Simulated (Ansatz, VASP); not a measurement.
# One calculation of MgS, two programs

```xyz
2
Lattice="0.0000 2.5929 2.5929 2.5929 0.0000 2.5929 2.5929 2.5929 0.0000" Properties=species:S:1:pos:R:3 pbc="T T T"
Mg    0.0000    0.0000    0.0000
S     2.5929    2.5929    2.5929
```

Change from the starting cell: volume scaled by 0.99, PAW files.

Alike in both runs: task electric field gradients; functional PBEsol; k mesh 10 × 10 × 10; occupations fermi-dirac, width 0.03 eV; no spin polarisation.

|  | VASP | Ansatz |
| --- | --- | --- |
| version | VASP 6.6.1 | Ansatz 0.2.0 |
| potentials or method | VASP PAW PBE potentials, release 64 (Mg, S) | PAW with Ansatz's default frozen-core files, scalar-relativistic |
| plane-wave cutoff (eV) | 520 | 420 |
| valence electrons in the cell | 8 | 16 |

```csv
,VASP,Ansatz,Ansatz less VASP
gap on the k mesh at the Fermi level (eV),2.73,2.72,-0.003
pressure (GPa),-0.4,-0.2,+0.20
```

VASP's potentials were made for PBE, not for PBEsol. VASP's potentials hold 8 valence electrons a cell and Ansatz's 16, so a difference there can come from the potentials and not from the codes.
